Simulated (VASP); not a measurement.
Input of a VASP 6.6.1 run:

The input INCAR:

```
SYSTEM = Sc
PREC     = Accurate       ! precision mode
ENCUT    = 520            ! plane-wave cutoff, eV
EDIFF    = 1E-6           ! SCF threshold, eV
ISMEAR   = -1             ! smearing method
SIGMA    = 0.05           ! smearing width, eV
LREAL    = .False.        ! projectors in reciprocal space
LASPH    = .True.         ! aspherical terms in the spheres
NELM     = 100            ! most SCF steps
ALGO     = Normal         ! electronic algorithm
ISIF     = 2              ! what is computed and relaxed
LWAVE    = .False.        ! write WAVECAR
LCHARG   = .False.        ! write CHGCAR
GGA      = PE             ! functional
NBANDS   = 12             ! bands
```

The input KPOINTS:

```
Automatic mesh
0
Gamma
  14 14 14
  0 0 0
```

File POSCAR:

```
Sc
1.0
   -1.9172054859      1.9172054859      1.7176030000
    1.9172054859     -1.9172054859      1.7176030000
    1.9172054859      1.9172054859     -1.7176030000
Sc
1
Direct
    0.0000000000      0.0000000000      0.0000000000
```

Potentials or basis: VASP PAW PBE potentials, release 64 (Sc_sv).

Run with:

```sh
$ cat potpaw_PBE.64/Sc_sv/POTCAR > POTCAR
$ mpirun -np 1 vasp_std > vasp.out
```

What does it give for the pressure?

-0.7 GPa.

Estimate the band gap on the k mesh.

zero (an odd number of electrons rules out a gap without spin polarisation).

Stress tensor (GPa, compression positive):
```
-1.11  0.00  0.00
 0.00 -1.11  0.00
 0.00  0.00 -0.02
```
